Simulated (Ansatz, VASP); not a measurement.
Si3N4 in VASP and in Ansatz

```
CELL_PARAMETERS angstrom
-3.33173 3.33173 3.33173
3.33173 -3.33173 3.33173
3.33173 3.33173 -3.33173
ATOMIC_POSITIONS crystal
Si 0.25000 0.12500 0.87500
Si 0.87500 0.25000 0.12500
Si 0.75000 0.37500 0.62500
Si 0.62500 0.75000 0.37500
Si 0.12500 0.87500 0.25000
Si 0.37500 0.62500 0.75000
N 0.56797 0.56797 0.56797
N 0.43203 0.50000 0.00000
N 0.50000 0.00000 0.93203
N 0.00000 0.43203 0.50000
N 0.93203 0.50000 0.00000
N 0.06797 0.06797 0.06797
N 0.00000 0.93203 0.50000
N 0.50000 0.00000 0.43203
```

Alike in both runs: functional PBEsol; k mesh 6 × 6 × 6; occupations gaussian, width 0.02 eV; no spin polarisation.

Ansatz relaxed the structure, and its values are those at the end. VASP's run is a single point on that final structure, the one shown.

```csv
,VASP,Ansatz
version,VASP 6.6.1,Ansatz 0.2.0
potentials or method,"VASP PAW PBE potentials, release 64 (Si, N), cutoff 520 eV","scalar-relativistic, plane waves, PAW"
valence electrons in the cell,64,64
```

```tsv
	VASP	Ansatz	Ansatz less VASP
gap on the k mesh at the Fermi level (eV)	3.57	3.56	-0.019
least direct gap on the mesh (eV)	3.65	3.63	-0.019
pressure (GPa)	-20.7	-20.8	-0.15
```

VASP's potentials were made for PBE, not for PBEsol. Ansatz's warnings: stress scf threshold loose.
